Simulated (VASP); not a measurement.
# Ge16P (a cell with a defect) in VASP: a series of runs

Ge16P (a cell with a defect) is run at these levels: PBEsol; tasks: single point.

Program: VASP 6.6.1. These are calculated values, not measurements. Logs are shortened: lines on timing, memory, paths and dates and some standing lists are left out, and cuts for length are marked.

**1. The cell of the first run**

The cell holds a defect, 17 atoms: a = 8.004 Å, b = 8.004 Å, c = 8.004 Å, α = 60.00°, β = 60.00°, γ = 60.00°.

**2. Single point, PBEsol**

INCAR reads:

```
ALGO = Normal
EDIFF = 1E-6
ENCUT = 520
GGA = PS
ISIF = 2
ISMEAR = -1
LASPH = True
LCHARG = False
LREAL = Auto
LWAVE = False
NBANDS = 128
NELM = 100
PREC = Accurate
SIGMA = 0.1
```

KPOINTS reads:

```
k-points
0
Gamma
  2 2 2
```

POSCAR reads:

```
Ge16P
1.0
    0.0000000000      5.6600000000      5.6600000000
    5.6600000000      0.0000000000      5.6600000000
    5.6600000000      5.6600000000      0.0000000000
Ge P
16 1
Direct
   -0.0680918728      0.0070848057     -0.0081095406
    0.0545759717      0.0708127208      0.1911130742
    0.0111837456     -0.1253533569      0.5658303887
    0.1194257951      0.0818109541      0.6084363958
   -0.0004681979      0.4757332155     -0.0097791519
    0.1198144876      0.6515282686      0.1293021201
    0.0302826855      0.5105300353      0.4879858657
    0.2535954064      0.4541607774      0.6726590106
    0.4623674912      0.0686219081      0.0177385159
    0.5850795053      0.1668639576      0.1945494700
    0.4676501767     -0.0272084806      0.5510247350
    0.6041254417      0.1033833922      0.6747084806
    0.4990901060      0.5273939929     -0.0262455830
    0.6382067138      0.6738250883      0.0455565371
    0.6114045936      0.4624293286      0.4160689046
    0.6421731449      0.6213250883      0.6001413428
    0.0263692580      0.3070759717      0.3204151943
```

Potentials or basis: VASP PAW PBE potentials, release 64 (Ge_d, P).

The run is started by

```sh
$ cat potpaw_PBE.64/Ge_d/POTCAR potpaw_PBE.64/P/POTCAR > POTCAR
$ mpirun -np 1 vasp_std > vasp.out
```

OUTCAR:

```text
EDIFF = 1E-6
   ENCUT = 520
   GGA = PS
   ISIF = 2
   ISMEAR = -1
   LASPH = True
   LREAL = Auto
   NELM = 100
   PREC = Accurate

 ion  position               nearest neighbor table
   1  0.932  0.007  0.992-   6 2.41  10 2.45   4 2.55   2 2.58
   2  0.055  0.071  0.191-  17 2.45   3 2.53   1 2.58   5 2.71   9 2.83
   3  0.011  0.875  0.566-   4 2.43   2 2.53  12 2.74   8 2.84
   4  0.119  0.082  0.608-  17 2.31  11 2.33   3 2.43   1 2.55   7 2.85
   5  1.000  0.476  0.990-   8 2.35  17 2.36  14 2.43   2 2.71   6 2.85
   6  0.120  0.652  0.129-   7 2.35   1 2.41  13 2.49  17 2.68   5 2.85
   7  0.030  0.511  0.488-   6 2.35  16 2.55  17 2.59   8 2.60   4 2.85
   8  0.254  0.454  0.673-   5 2.35  15 2.57   7 2.60  12 2.81   3 2.84
   9  0.462  0.069  0.018-  12 2.31  10 2.62  14 2.68   2 2.83
  10  0.585  0.167  0.195-  11 2.41   1 2.45  13 2.46   9 2.62
  11  0.468  0.973  0.551-   4 2.33  16 2.35  10 2.41  12 2.55
  12  0.604  0.103  0.675-   9 2.31  11 2.55  15 2.58   3 2.74   8 2.81
  13  0.499  0.527  0.974-  14 2.36  16 2.45  10 2.46   6 2.49
  14  0.638  0.674  0.046-  13 2.36   5 2.43  15 2.53   9 2.68
  15  0.611  0.462  0.416-  16 2.53  14 2.53   8 2.57  12 2.58  17 2.73
  16  0.642  0.621  0.600-  11 2.35  13 2.45  15 2.53   7 2.55
  17  0.026  0.307  0.320-   4 2.31   5 2.36   2 2.45   7 2.59   6 2.68  15 2.73

  LATTYP: Found a face centered cubic cell.
 ALAT       =    11.3200000000

  Lattice vectors:

 A1 = (   0.0000000000,   5.6600000000,   5.6600000000)
 A2 = (   5.6600000000,   0.0000000000,   5.6600000000)
 A3 = (   5.6600000000,   5.6600000000,   0.0000000000)

Analysis of symmetry for initial positions (statically):
=====================================================================
 Subroutine PRICEL returns:
 Original cell was already a primitive cell.

 Routine SETGRP: Setting up the symmetry group for a
 face centered cubic supercell.

 Subroutine GETGRP returns: Found  1 space group operations
 (whereof  1 operations were pure point group operations)
 out of a pool of 48 trial point group operations.

The static configuration has the point symmetry C_1 .

Analysis of symmetry for dynamics (positions and initial velocities):
=====================================================================
 Subroutine PRICEL returns:
 Original cell was already a primitive cell.

 Routine SETGRP: Setting up the symmetry group for a
 face centered cubic supercell.

 Subroutine GETGRP returns: Found  1 space group operations
 (whereof  1 operations were pure point group operations)
 out of a pool of 48 trial point group operations.

The dynamic configuration has the point symmetry C_1 .

 Subroutine INISYM returns: Found  1 space group operations
 (whereof  1 operations are pure point group operations),
 and found     1 'primitive' translations

----------------------------------------------------------------------------------------

                                     Primitive cell

  volume of cell :     362.6430

  direct lattice vectors                    reciprocal lattice vectors
     0.000000000  5.660000000  5.660000000    -0.088339223  0.088339223  0.088339223
     5.660000000  0.000000000  5.660000000     0.088339223 -0.088339223  0.088339223
     5.660000000  5.660000000  0.000000000     0.088339223  0.088339223 -0.088339223

  length of vectors
     8.004448763  8.004448763  8.004448763     0.153008022  0.153008022  0.153008022

  position of ions in fractional coordinates (direct lattice)
     0.931908127  0.007084806  0.991890459
     0.054575972  0.070812721  0.191113074
     0.011183746  0.874646643  0.565830389
     0.119425795  0.081810954  0.608436396
     0.999531802  0.475733216  0.990220848
     0.119814488  0.651528269  0.129302120
[... 9 lines left out ...]
     0.642173145  0.621325088  0.600141343
     0.026369258  0.307075972  0.320415194

  ion indices of the primitive-cell ions
   primitive index   ion index
                 1           1
                 2           2
                 3           3
                 4           4
                 5           5
                 6           6
[... 9 lines left out ...]
                16          16
                17          17

----------------------------------------------------------------------------------------

 KPOINTS: k-points

Automatic generation of k-mesh.
 Grid dimensions read from file:
 generate k-points for:    2    2    2

 Generating k-lattice:

  Cartesian coordinates                     Fractional coordinates (reciprocal lattice)
    -0.044169611  0.044169611  0.044169611     0.500000000  0.000000000  0.000000000
     0.044169611 -0.044169611  0.044169611     0.000000000  0.500000000  0.000000000
     0.044169611  0.044169611 -0.044169611     0.000000000  0.000000000  0.500000000

  Length of vectors
     0.076504011  0.076504011  0.076504011

  Shift w.r.t. Gamma in fractional coordinates (k-lattice)
[... 75 lines left out ...]
  free energy    TOTEN  =       -78.52064173 eV

  energy without entropy =      -78.29423771  energy(sigma->0) =      -78.40743972

 E-fermi :   5.1846     XC(G=0): -10.4608

 val. band max:        5.1266061431   @ k =   0.5000   0.0000   0.0000
 cond. band min:       5.2161510404   @ k =   0.0000   0.5000   0.0000
 fundamental gap:      0.0895448972
 Fermi energy:         5.1845544636

 k-point     1 :       0.0000    0.0000    0.0000
  band No.  band energies     occupation
      1     -19.6312      2.00000
      2     -19.5729      2.00000
      3     -19.5396      2.00000
      4     -19.5373      2.00000
      5     -19.5272      2.00000
      6     -19.5233      2.00000
[... 118 lines left out ...]
    125       6.8771      0.00000
    126       7.1017      0.00000

 k-point     2 :       0.5000    0.0000    0.0000
  band No.  band energies     occupation
      1     -19.6341      2.00000
      2     -19.5753      2.00000
      3     -19.5415      2.00000
      4     -19.5363      2.00000
      5     -19.5299      2.00000
      6     -19.5217      2.00000
[... 118 lines left out ...]
    125       8.2861      0.00000
    126       8.5212      0.00000

 k-point     3 :       0.0000    0.5000    0.0000
  band No.  band energies     occupation
      1     -19.6312      2.00000
      2     -19.5775      2.00000
      3     -19.5428      2.00000
      4     -19.5414      2.00000
      5     -19.5275      2.00000
      6     -19.5256      2.00000
[... 118 lines left out ...]
    125       8.2149      0.00000
    126       8.4374      0.00000

 k-point     4 :       0.0000    0.0000    0.5000
  band No.  band energies     occupation
      1     -19.6331      2.00000
      2     -19.5763      2.00000
      3     -19.5430      2.00000
      4     -19.5352      2.00000
      5     -19.5261      2.00000
      6     -19.5228      2.00000
[... 118 lines left out ...]
    125       8.2242      0.00000
    126       8.5153      0.00000

 k-point     5 :       0.5000    0.5000    0.5000
  band No.  band energies     occupation
      1     -19.6317      2.00000
      2     -19.5734      2.00000
      3     -19.5412      2.00000
      4     -19.5383      2.00000
      5     -19.5288      2.00000
      6     -19.5275      2.00000
[... 118 lines left out ...]
    125       8.2434      0.00000
    126       8.3661      0.00000

 k-point     6 :       0.5000    0.5000    0.0000
  band No.  band energies     occupation
      1     -19.6334      2.00000
      2     -19.5764      2.00000
      3     -19.5424      2.00000
      4     -19.5368      2.00000
      5     -19.5258      2.00000
      6     -19.5217      2.00000
[... 118 lines left out ...]
    125       8.4017      0.00000
    126       8.5539      0.00000

 k-point     7 :       0.0000    0.5000    0.5000
  band No.  band energies     occupation
      1     -19.6338      2.00000
      2     -19.5755      2.00000
      3     -19.5430      2.00000
      4     -19.5353      2.00000
      5     -19.5298      2.00000
      6     -19.5227      2.00000
[... 118 lines left out ...]
    125       8.3468      0.00000
    126       8.7152      0.00000

 k-point     8 :       0.5000    0.0000    0.5000
  band No.  band energies     occupation
      1     -19.6317      2.00000
      2     -19.5776      2.00000
      3     -19.5429      2.00000
      4     -19.5418      2.00000
      5     -19.5302      2.00000
      6     -19.5281      2.00000
[... 118 lines left out ...]
    125       8.4534      0.00000
    126       8.7169      0.00000
 [bands above 126 left out]

------------------------ aborting loop because EDIFF is reached ----------------------------------------

  FORCE on cell =-STRESS in cart. coord.  units (eV):
  Direction    XX          YY          ZZ          XY          YZ          ZX
  --------------------------------------------------------------------------------------
  -------------------------------------------------------------------------------------
  Total        9.9350562      7.7805846      5.8682316      2.7209594     -4.1919047     -4.0603788
  in kB       43.8936422     34.3750645     25.9261804     12.0213532    -18.5200730    -17.9389839
  external PRESSURE =      34.7316290 kB  Pullay stress =       0.0000000 kB

 VOLUME and BASIS-vectors are now :
 -----------------------------------------------------------------------------
  energy-cutoff  :      520.00
  volume of cell :      362.64
      direct lattice vectors                 reciprocal lattice vectors
     0.000000000  5.660000000  5.660000000    -0.088339223  0.088339223  0.088339223
     5.660000000  0.000000000  5.660000000     0.088339223 -0.088339223  0.088339223
     5.660000000  5.660000000  0.000000000     0.088339223  0.088339223 -0.088339223

 POSITION                                       TOTAL-FORCE (eV/Angst)
 -----------------------------------------------------------------------------------
      5.65420     10.88870      5.31470         0.060257     -0.100171      0.393114
      1.48250      1.39060      0.70970        -0.884992      0.240190      0.482061
      8.15310      3.26590      5.01380        -0.305033     -0.196951     -1.161611
      3.90680      4.11970      1.13900         1.412337      0.338762     -0.560283
      8.29730     11.26200      8.35000         0.168037     -0.163307      0.284792
      4.41950      1.41000      4.36580        -0.853552     -0.278364      0.426099
[... 9 lines left out ...]
      6.91350      7.03150      7.15140        -0.766591      0.573543     -0.203506
      3.55160      1.96280      1.88730         0.212477     -0.689473      0.264759
 -----------------------------------------------------------------------------------
    total drift:                                0.003258      0.001610      0.001068

  FREE ENERGIE OF THE ION-ELECTRON SYSTEM (eV)
  ---------------------------------------------------
  free  energy   TOTEN  =       -78.5206417288 eV

  energy  without entropy=      -78.2942377102  energy(sigma->0) =      -78.40743972
```

Run time: 11 min. Hardware: 1 thread of Intel Xeon Platinum 8488C (Sapphire Rapids), shared host; peak memory 0.61 GiB.

What came out:

| Property | Result |
| --- | --- |
| Free energy | -78.5206 eV |
| Pressure | 3.5 GPa |
| Largest force | 1.975 eV/Å |
| Band gap on the k mesh | zero (an odd number of electrons rules out a gap without spin polarisation) |

Forces on the atoms (eV/Å):
```
Ge   0.060 -0.100  0.393
Ge  -0.885  0.240  0.482
Ge  -0.305 -0.197 -1.162
Ge   1.412  0.339 -0.560
Ge   0.168 -0.163  0.285
Ge  -0.854 -0.278  0.426
Ge   1.139  0.762 -0.575
Ge  -0.296 -0.905  0.327
Ge   0.974  0.728 -1.557
Ge  -0.708 -0.816  0.015
Ge   0.542  0.780  1.093
Ge  -1.752 -0.567  0.634
Ge  -0.190 -0.506 -0.756
Ge   1.247  0.013  0.741
Ge   0.003  0.788  0.151
Ge  -0.767  0.574 -0.204
P    0.212 -0.689  0.265
```

Levels at points of the mesh, in eV from the Fermi level:
| k point | band 110 | band 111 | band 112 | band 113 | band 114 | band 115 | band 116 | band 117 | band 118 | band 119 |
| --- | --- | --- | --- | --- | --- | --- | --- | --- | --- | --- |
| (0.00, 0.00, 0.00) | -1.01 | -0.76 | -0.71 | -0.55 | -0.38 | -0.28 | 0.06 | 0.14 | 0.17 | 0.40 |
| (0.50, 0.00, 0.00) | -1.21 | -0.95 | -0.78 | -0.49 | -0.23 | -0.06 | 0.25 | 0.39 | 0.73 | 0.78 |
| (0.00, 0.50, 0.00) | -1.25 | -1.17 | -0.69 | -0.52 | -0.08 | 0.03 | 0.21 | 0.81 | 0.93 | 1.28 |
| (0.00, 0.00, 0.50) | -1.17 | -0.95 | -0.77 | -0.58 | -0.28 | 0.11 | 0.35 | 0.60 | 0.85 | 1.09 |
| (0.50, 0.50, 0.50) | -1.33 | -1.27 | -1.00 | -0.58 | -0.41 | -0.09 | 0.18 | 0.44 | 0.78 | 1.20 |
| (0.50, 0.50, 0.00) | -1.40 | -1.23 | -1.01 | -0.54 | -0.40 | 0.09 | 0.70 | 1.03 | 1.37 | 1.54 |
| (0.00, 0.50, 0.50) | -1.56 | -1.22 | -0.96 | -0.52 | -0.24 | 0.14 | 0.81 | 0.91 | 1.25 | 1.58 |
| (0.50, 0.00, 0.50) | -1.44 | -1.42 | -1.01 | -0.77 | -0.60 | 0.31 | 1.03 | 1.27 | 1.35 | 1.60 |

Caveat: the k points lie up to 0.48 Å⁻¹ apart, too coarse for converged energies and pressures of a metal; the atoms stand as in a frame of molecular dynamics; the PAW data sets were made with another functional, which shifts forces and pressure a little; an odd number of electrons without spin polarisation forces a metal; a magnetic or distorted state may lie lower.

**3. Single point, PBEsol**

INCAR reads:

```
ALGO     = Normal         # electronic algorithm
EDIFF    = 1E-6           # SCF threshold, eV
ENCUT    = 520            # plane-wave cutoff, eV
GGA      = PS             # functional
ISIF     = 2              # what is computed and relaxed
ISMEAR   = -1             # smearing method
LASPH    = True           # aspherical terms in the spheres
LCHARG   = False          # write CHGCAR
LREAL    = Auto         
LWAVE    = False          # write WAVECAR
NBANDS   = 128            # bands
NELM     = 60             # most SCF steps
PREC     = Accurate       # precision mode
SIGMA    = 0.1            # smearing width, eV
```

KPOINTS is that of step 2.

POSCAR reads:

```
Ge16P
1.0
    0.0000000000      5.6600000000      5.6600000000
    5.6600000000      0.0000000000      5.6600000000
    5.6600000000      5.6600000000      0.0000000000
Ge P
16 1
Direct
   -0.0077473498      0.0163692580     -0.0463162544
    0.1154151943     -0.0269346290      0.1905212014
   -0.0144257951     -0.1845494700      0.5806272085
    0.1082685512      0.0827915194      0.5780035336
   -0.0247968198      0.6068109541     -0.0363515901
    0.1492314488      0.6398144876      0.1343374558
   -0.0200706714      0.5363780919      0.5312190813
    0.2445494700      0.4974469965      0.6907332155
    0.4001943463      0.0657950530      0.0627915194
    0.6157420495      0.1340636042      0.1775265018
    0.4690724382     -0.0032420495      0.5287014134
    0.6672703180      0.0548674912      0.6728886926
    0.5147791519      0.5200441696     -0.0359982332
    0.5759275618      0.7206625442      0.0437014134
    0.6209275618      0.4487897527      0.4227826855
    0.6367667845      0.6118551237      0.5916077739
   -0.0084010601      0.3633303887      0.3081890459
```

Potentials or basis: VASP PAW PBE potentials, release 64 (Ge_d, P).

The run is started by

```sh
$ cat potpaw_PBE.64/Ge_d/POTCAR potpaw_PBE.64/P/POTCAR > POTCAR
$ mpirun -np 1 vasp_std > vasp.out
```

Run time: 13 min. Hardware: 1 thread of Intel Xeon Platinum 8488C (Sapphire Rapids), shared host; peak memory 0.59 GiB.

The run converged. Its results:

| Item | Value |
| --- | --- |
| Free energy | -77.5084 eV |
| Pressure | 4.5 GPa |
| Largest force | 2.477 eV/Å |
| Band gap on the k mesh | zero (an odd number of electrons rules out a gap without spin polarisation) |

Forces in eV/Å, atoms in the order of the input:
```
Ge   0.384 -1.238 -0.769
Ge   1.117  0.364 -0.568
Ge  -0.322 -0.561  1.549
Ge   0.012  0.016 -0.105
Ge   1.070  0.029 -0.836
Ge   0.262  0.445 -0.283
Ge  -1.133  1.351  0.445
Ge  -1.606  0.561 -0.311
Ge  -0.029  0.100  2.203
Ge  -1.220 -1.320  1.240
Ge   0.442  1.345 -0.425
Ge   1.672 -1.662 -0.761
Ge  -0.973  0.135 -1.279
Ge   0.363  1.655  0.573
Ge  -0.731 -0.382 -0.509
Ge   1.655 -0.614 -0.184
P   -0.962 -0.224  0.021
```

Stress tensor (GPa, compression positive):
```
 6.34  0.05 -1.06
 0.05  3.37  1.39
-1.06  1.39  3.83
```

Levels at points of the mesh, in eV from the Fermi level:
```csv
k point,band 111,band 112,band 113,band 114,band 115,band 116,band 117,band 118
"(0.00, 0.00, 0.00)",-0.93,-0.71,-0.60,-0.39,-0.21,-0.12,0.02,0.20
"(0.50, 0.00, 0.00)",-0.95,-0.71,-0.33,-0.05,0.37,0.45,0.60,0.80
"(0.00, 0.50, 0.00)",-1.04,-0.78,-0.50,-0.47,-0.21,0.22,0.34,0.78
"(0.00, 0.00, 0.50)",-1.28,-0.93,-0.38,-0.06,0.22,0.43,0.73,0.92
"(0.50, 0.50, 0.50)",-0.92,-0.84,-0.60,-0.35,-0.02,0.42,0.80,0.81
"(0.50, 0.50, 0.00)",-1.34,-0.74,-0.54,-0.20,-0.11,0.60,1.10,1.30
"(0.00, 0.50, 0.50)",-1.06,-0.71,-0.38,-0.20,0.14,0.42,0.83,0.99
"(0.50, 0.00, 0.50)",-1.21,-0.94,-0.58,-0.41,0.13,0.79,1.11,1.21
```

Caveat: the k points lie up to 0.48 Å⁻¹ apart, too coarse for converged energies and pressures of a metal; the atoms stand as in a frame of molecular dynamics; the PAW data sets were made with another functional, which shifts forces and pressure a little; an odd number of electrons without spin polarisation forces a metal; a magnetic or distorted state may lie lower.

The gap in the log of VASP goes by the Fermi energy; the results here count the filled bands.